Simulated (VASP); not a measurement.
# Te2Mo in VASP: further runs

The runs below take Te2Mo through single point, with LDA.

All numbers are computed with VASP 6.6.1; they aren't measurements. Logs are shortened: lines on timing, memory, paths and dates and some standing lists are left out, and cuts for length are marked.

**1. The cell of the first run**

The cell holds a slab with vacuum, 3 atoms: a = 3.560 Å, b = 3.560 Å, c = 17.524 Å, α = 90.00°, β = 90.00°, γ = 120.00°.

**2. Single point, LDA**

The input, INCAR:

```
SYSTEM = Te2Mo
PREC = Accurate ; ENCUT = 520
EDIFF = 1E-6 ; ISMEAR = 0
SIGMA = 0.05 ; LREAL = .False.
LASPH = .True. ; NELM = 60
ALGO = Normal ; ISIF = 2
LWAVE = .False. ; LCHARG = .False.
NBANDS = 20
```

The input, KPOINTS:

```
Automatic mesh
0
Gamma
  12 12 2
  0 0 0
```

The input, POSCAR:

```
Te2Mo
1.0
    3.5602328140      0.0000000000      0.0000000000
   -1.7801164070      3.0832520603      0.0000000000
    0.0000000000      0.0000000000     17.5240578200
Te Mo
2 1
Direct
    0.3302759528      0.6605519055      0.8987923343
    0.3302759528      0.6605519055      0.1030814343
    0.0000000000      0.0000000000      0.0000000000
```

Potentials or basis: VASP PAW LDA potentials, release 64 (Te, Mo_sv).

The run is started by

```sh
$ cat potpaw_LDA.64/Te/POTCAR potpaw_LDA.64/Mo_sv/POTCAR > POTCAR
$ mpirun -np 1 vasp_std > vasp.out
```

OUTCAR:

```text
SYSTEM = Te2Mo
   PREC = Accurate
   ENCUT = 520
   EDIFF = 1E-6
   ISMEAR = 0
   LREAL = .False.
   LASPH = .True.
   NELM = 60
   ISIF = 2

 ion  position               nearest neighbor table
   1  0.330  0.661  0.899-   3 2.70   3 2.72   3 2.72   2 3.58
   2  0.330  0.661  0.103-   3 2.72   3 2.74   3 2.74   1 3.58
   3  0.000  0.000  0.000-   1 2.70   1 2.72   1 2.72   2 2.72   2 2.74   2 2.74

  LATTYP: Found a hexagonal cell.
 ALAT       =     3.5602328140
 C/A-ratio  =     4.9221662558

  Lattice vectors:

 A1 = (   3.5602328140,   0.0000000000,   0.0000000000)
 A2 = (  -1.7801164070,   3.0832520603,   0.0000000000)
 A3 = (   0.0000000000,   0.0000000000,  17.5240578200)

Analysis of symmetry for initial positions (statically):
=====================================================================
 Subroutine PRICEL returns:
 Original cell was already a primitive cell.

 Routine SETGRP: Setting up the symmetry group for a
 hexagonal supercell.

 Subroutine GETGRP returns: Found  2 space group operations
 (whereof  2 operations were pure point group operations)
 out of a pool of 24 trial point group operations.

The static configuration has the point symmetry C_1h.

Analysis of symmetry for dynamics (positions and initial velocities):
=====================================================================
 Subroutine PRICEL returns:
 Original cell was already a primitive cell.

 Routine SETGRP: Setting up the symmetry group for a
 hexagonal supercell.

 Subroutine GETGRP returns: Found  2 space group operations
 (whereof  2 operations were pure point group operations)
 out of a pool of 24 trial point group operations.

The dynamic configuration has the point symmetry C_1h.

 Subroutine INISYM returns: Found  2 space group operations
 (whereof  2 operations are pure point group operations),
 and found     1 'primitive' translations

----------------------------------------------------------------------------------------

                                     Primitive cell

  volume of cell :     192.3633

  direct lattice vectors                    reciprocal lattice vectors
     3.560232814  0.000000000  0.000000000     0.280880508  0.162166437  0.000000000
    -1.780116407  3.083252060  0.000000000     0.000000000  0.324332873  0.000000000
     0.000000000  0.000000000 17.524057820     0.000000000  0.000000000  0.057064409

  length of vectors
     3.560232814  3.560232814 17.524057820     0.324332873  0.324332873  0.057064409

  position of ions in fractional coordinates (direct lattice)
     0.330275953  0.660551906  0.898792334
     0.330275953  0.660551906  0.103081434
     0.000000000  0.000000000  0.000000000

  ion indices of the primitive-cell ions
   primitive index   ion index
                 1           1
                 2           2
                 3           3

----------------------------------------------------------------------------------------

 KPOINTS: Automatic mesh

Automatic generation of k-mesh.
 Grid dimensions read from file:
 generate k-points for:   12   12    2

 Generating k-lattice:

  Cartesian coordinates                     Fractional coordinates (reciprocal lattice)
     0.023406709  0.013513870  0.000000000     0.083333333  0.000000000  0.000000000
     0.000000000  0.027027739  0.000000000     0.000000000  0.083333333  0.000000000
     0.000000000  0.000000000  0.028532204     0.000000000  0.000000000  0.500000000

  Length of vectors
     0.027027739  0.027027739  0.028532204

  Shift w.r.t. Gamma in fractional coordinates (k-lattice)
     0.000000000  0.000000000  0.000000000

 Subroutine IBZKPT returns following result:
 ===========================================

 Found     86 irreducible k-points:

 Following reciprocal coordinates:
            Coordinates               Weight
  0.000000  0.000000  0.000000      1.000000
  0.083333  0.000000  0.000000      4.000000
  0.000000  0.083333  0.000000      2.000000
  0.166667  0.000000  0.000000      4.000000
  0.000000  0.166667  0.000000      2.000000
  0.250000  0.000000  0.000000      4.000000
[... 16 lines left out ...]
 -0.083333  0.416667  0.000000      4.000000
 -0.416667  0.333333  0.000000      4.000000
 [... further k-points ...]
   k-points           NKPTS =     86   k-points in BZ     NKDIM =     86   number of bands    NBANDS=     20
   number of dos      NEDOS =    301   number of ions     NIONS =      3
   total plane-waves  NPLWV = 109760
   dimension x,y,z NGX =    28 NGY =   28 NGZ =  140
   dimension x,y,z NGXF=    56 NGYF=   56 NGZF=  280
   ions per type =               2   1
   NGX,Y,Z   is equivalent  to a cutoff of  13.07, 13.07, 13.28 a.u.
   NGXF,Y,Z  is equivalent  to a cutoff of  26.15, 26.15, 26.56 a.u.
 SYSTEM =  Te2Mo
   PREC   = accura    normal or accurate (medium, high low for compatibility)
   ISTART =      0    job   : 0-new  1-cont  2-samecut
   ICHARG =      2    charge: 1-file 2-atom 10-const
   ISPIN  =      1    spin polarized calculation?
   LNONCOLLINEAR =      F non collinear calculations
   LSORBIT =      F    spin-orbit coupling
   LASPH  =      T    aspherical Exc in radial PAW
   ENCUT  =  520.0 eV  38.22 Ry    6.18 a.u.   6.62  6.62 32.58*2*pi/ulx,y,z
   NELM   =     60;   NELMIN=  2; NELMDL= -5     # of ELM steps
   EDIFF  = 0.1E-05   stopping-criterion for ELM
   LREAL  =      F    real-space projection
   EDIFFG = 0.1E-04   stopping-criterion for IOM
   NSW    =      0    number of steps for IOM
   IBRION =     -1    ionic relax: 0-MD 1-quasi-New 2-CG
   NFREE  =      0    steps in history (QN), initial steepest desc. (CG)
   ISIF   =      2    stress and relaxation
   ISYM   =      2    0-nonsym 1-usesym 2-fastsym
   POTIM  = 0.5000    time-step for ionic-motion
   TEBEG  =    0.0;   TEEND  =   0.0 temperature during run
   PSTRESS=    0.0 pullay stress
   NELECT =      26.0000    total number of electrons
   NUPDOWN=      -1.0000    fix difference up-down
   EMIN   =  10.00;   EMAX   =-10.00  energy-range for DOS
   EFERMI =   0.00;   METHOD = LEGACY
   ISMEAR =     0;   SIGMA  =   0.05  broadening in eV -4-tet -1-fermi 0-gaus
   EFERMI_NEDOS =   21; number of points for ismear=-14 and -15
   IALGO  =     38    algorithm
   IMIX   =      4    mixing-type and parameters
     AMIX     =   0.40;   BMIX     =  1.00
     AMIX_MAG =   1.60;   BMIX_MAG =  1.00
  volume/ion in A,a.u.               =      64.12       432.71
  Fermi-wavevector in a.u.,A,eV,Ry     =   0.840153  1.587660  9.603777  0.705858
  Thomas-Fermi vector in A             =   1.954489
   LORBIT       =      0    0 simple, 1 ext, 2 COOP (PROOUT), +10 PAW based schemes
   GGA     = CA    functional components
   LHFCALC =     F    Hartree Fock is set to
   AEXX    =    0.0000 exact exchange contribution
   IVDW    =     0    specifies the selected vdW correction
   LEPSILON=     F    determine dielectric tensor
   LRPA    =     F    only Hartree local field effects (RPA)
 non-spin polarized calculation
 Gauss-broadening in eV      SIGMA  =   0.05
  energy-cutoff  :      520.00
  volume of cell :      192.36
 maximum number of plane-waves:      5262
   NGX = 13   NGY = 13   NGZ = 65

 number of electron      26.0000000 magnetization

 Free energy of the ion-electron system (eV)
  ---------------------------------------------------
  ext. energy  EPLUGINS =         0.00000000
  ---------------------------------------------------
  free energy    TOTEN  =       -20.40710612 eV

  energy without entropy =      -20.40710612  energy(sigma->0) =      -20.40710612

 E-fermi :   0.1849     XC(G=0):  -4.8307

 val. band max:       -0.1351203662   @ k =   0.3333   0.3333   0.5000
 cond. band min:       0.9088955646   @ k =   0.3333   0.3333   0.0000
 fundamental gap:      1.0440159308
 Fermi energy:         0.1849344840

 k-point     1 :       0.0000    0.0000    0.0000
  band No.  band energies     occupation
      1     -60.4381      2.00000
      2     -34.7742      2.00000
      3     -34.6695      2.00000
      4     -34.6642      2.00000
      5     -12.6719      2.00000
      6     -11.6920      2.00000
[... 12 lines left out ...]
     19       4.7642      0.00000
     20       5.5470      0.00000

 k-point     2 :       0.0833    0.0000    0.0000
  band No.  band energies     occupation
      1     -60.4376      2.00000
      2     -34.7724      2.00000
      3     -34.6746      2.00000
      4     -34.6689      2.00000
      5     -12.5791      2.00000
      6     -11.6286      2.00000
[... 12 lines left out ...]
     19       4.8793      0.00000
     20       5.7626      0.00000

 k-point     3 :       0.0000    0.0833    0.0000
  band No.  band energies     occupation
      1     -60.4376      2.00000
      2     -34.7724      2.00000
      3     -34.6775      2.00000
      4     -34.6661      2.00000
      5     -12.5787      2.00000
      6     -11.6293      2.00000
[... 12 lines left out ...]
     19       4.8802      0.00000
     20       5.7614      0.00000

 k-point     4 :       0.1667    0.0000    0.0000
  band No.  band energies     occupation
      1     -60.4360      2.00000
      2     -34.7677      2.00000
      3     -34.6953      2.00000
      4     -34.6748      2.00000
      5     -12.3101      2.00000
      6     -11.4453      2.00000
[... 12 lines left out ...]
     19       5.2051      0.00000
     20       6.0906      0.00000

 k-point     5 :       0.0000    0.1667    0.0000
  band No.  band energies     occupation
      1     -60.4360      2.00000
      2     -34.7676      2.00000
      3     -34.6992      2.00000
      4     -34.6711      2.00000
      5     -12.3083      2.00000
      6     -11.4479      2.00000
[... 12 lines left out ...]
     19       5.2076      0.00000
     20       6.0917      0.00000
[... 353 lines left out ...]
      6     -10.9643      2.00000
[... 12 lines left out ...]
     19       6.0405      0.00000
     20       6.3337      0.00000

 k-point    22 :       0.3333    0.0833    0.0000
  band No.  band energies     occupation
      1     -60.4306      2.00000
      2     -34.7649      2.00000
      3     -34.7512      2.00000
      4     -34.6952      2.00000
      5     -11.1197      2.00000
      6     -10.6550      2.00000
[... 12 lines left out ...]
     19       6.1564      0.00000
     20       6.3246      0.00000

 k-point    23 :      -0.0833    0.4167    0.0000
  band No.  band energies     occupation
      1     -60.4306      2.00000
      2     -34.7687      2.00000
      3     -34.7509      2.00000
      4     -34.6919      2.00000
      5     -11.1121      2.00000
      6     -10.6658      2.00000
[... 12 lines left out ...]
     19       6.1584      0.00000
     20       6.3292      0.00000

 k-point    24 :      -0.4167    0.3333    0.0000
  band No.  band energies     occupation
      1     -60.4306      2.00000
      2     -34.7637      2.00000
      3     -34.7513      2.00000
      4     -34.6962      2.00000
      5     -11.1215      2.00000
      6     -10.6519      2.00000
[... 12 lines left out ...]
     19       6.1514      0.00000
     20       6.3320      0.00000

 [... further k-points ...]

------------------------ aborting loop because EDIFF is reached ----------------------------------------

  FORCE on cell =-STRESS in cart. coord.  units (eV):
  Direction    XX          YY          ZZ          XY          YZ          ZX
  --------------------------------------------------------------------------------------
  -------------------------------------------------------------------------------------
  Total       -2.4801535     -2.2491586     -1.3190021      0.0000000     -0.0122044      0.0000000
  in kB      -20.6569901    -18.7330528    -10.9858572      0.0000000     -0.1016492      0.0000000
  external PRESSURE =     -16.7919667 kB  Pullay stress =       0.0000000 kB

 VOLUME and BASIS-vectors are now :
 -----------------------------------------------------------------------------
  energy-cutoff  :      520.00
  volume of cell :      192.36
      direct lattice vectors                 reciprocal lattice vectors
     3.560232814  0.000000000  0.000000000     0.280880508  0.162166437  0.000000000
    -1.780116407  3.083252060  0.000000000     0.000000000  0.324332873  0.000000000
     0.000000000  0.000000000 17.524057820     0.000000000  0.000000000  0.057064409

 POSITION                                       TOTAL-FORCE (eV/Angst)
 -----------------------------------------------------------------------------------
      0.00000      2.03665     15.75049        -0.000000      0.133160      0.192507
      0.00000      2.03665      1.80641        -0.000000      0.123985     -0.534583
      0.00000      0.00000      0.00000         0.000000     -0.257146      0.342076
 -----------------------------------------------------------------------------------
    total drift:                                0.000000     -0.000011     -0.000045

  FREE ENERGIE OF THE ION-ELECTRON SYSTEM (eV)
  ---------------------------------------------------
  free  energy   TOTEN  =       -20.4071061192 eV

  energy  without entropy=      -20.4071061192  energy(sigma->0) =      -20.40710612
```

It took 15 min on 1 thread of Intel Xeon Platinum 8259CL at 2.50GHz (Skylake/Cascade Lake), shared host; peak memory 0.48 GiB.

Results:

```yaml
Free_energy: -20.4071 eV
Largest_force: 0.549 eV/Å
Band_gap_on_the_k_mesh: 1.04 eV
```

Forces on the atoms (eV/Å):
```
Te   0.000  0.133  0.193
Te   0.000  0.124 -0.535
Mo   0.000 -0.257  0.342
```

Caveat: the cell differs from its parent crystal (all Te atoms moved +0.025 Å, as atom 1 towards its neighbour atom 3 (Mo) at 2.726 Å); spin-orbit coupling is left out, which moves the levels of the heavy elements.

**3. Single point, LDA**

The input, INCAR:

```
PREC = Accurate
ENCUT = 520
EDIFF = 1E-7
ISMEAR = 0
SIGMA = 0.05
LREAL = False
LASPH = True
NELM = 100
ALGO = Normal
ISIF = 2
LWAVE = False
LCHARG = False
GGA = CA
NBANDS = 20
```

The input, KPOINTS:

```
Automatic mesh
0
Gamma
  12 12 2
```

The input, POSCAR:

```
Te2Mo
1.0
    3.5602328140      0.0000000000      0.0000000000
   -1.7801164070      3.0832520603      0.0000000000
    0.0000000000      0.0000000000     17.5240578200
Te Mo
2 1
Direct
    0.3211038110      0.6422076221      0.9016029872
    0.3211038110      0.6422076221      0.1058920872
    0.0000000000      0.0000000000      0.0000000000
```

Potentials or basis: VASP PAW LDA potentials, release 64 (Te, Mo_sv).

The run is started by

```sh
$ cat potpaw_LDA.64/Te/POTCAR potpaw_LDA.64/Mo_sv/POTCAR > POTCAR
$ mpirun -np 1 vasp_std > vasp.out
```

Wall time 14 min (1 thread of Intel Xeon Platinum 8259CL at 2.50GHz (Skylake/Cascade Lake), shared host); peak memory 0.48 GiB.

The run converged. Its results:

```yaml
Free_energy: -20.3280 eV
Largest_force: 1.734 eV/Å
Band_gap_on_the_k_mesh: 1.05 eV
```

Forces in eV/Å, atoms in the order of the input:
```
Te   0.000  0.605 -0.425
Te   0.000  0.449 -0.952
Mo   0.000 -1.054  1.377
```

Levels at points of the mesh, in eV from the valence-band top:
| k point | band 10 | band 11 | band 12 | band 13 | band 14 | band 15 | band 16 | band 17 |
| --- | --- | --- | --- | --- | --- | --- | --- | --- |
| (0.00, 0.00, 0.00) | -1.64 | -1.04 | -0.67 | -0.31 | 2.80 | 3.10 | 3.46 | 3.53 |
| (0.50, 0.00, 0.00) | -2.33 | -1.45 | -0.69 | -0.23 | 1.41 | 1.75 | 3.11 | 3.78 |
| (0.00, 0.50, 0.00) | -2.21 | -1.62 | -0.74 | -0.27 | 1.34 | 1.71 | 3.46 | 3.69 |
| (0.00, 0.00, 0.50) | -1.64 | -1.04 | -0.67 | -0.31 | 2.80 | 3.10 | 3.46 | 3.53 |
| (0.50, 0.00, 0.50) | -2.33 | -1.45 | -0.69 | -0.23 | 1.41 | 1.75 | 3.11 | 3.78 |
| (0.00, 0.50, 0.50) | -2.21 | -1.62 | -0.74 | -0.27 | 1.34 | 1.71 | 3.46 | 3.69 |

Caveat: the cell differs from its parent crystal (all Te atoms moved +0.100 Å, as atom 1 towards its neighbour atom 3 (Mo) at 2.726 Å); spin-orbit coupling is left out, which moves the levels of the heavy elements.

[end of part 1 of 2]
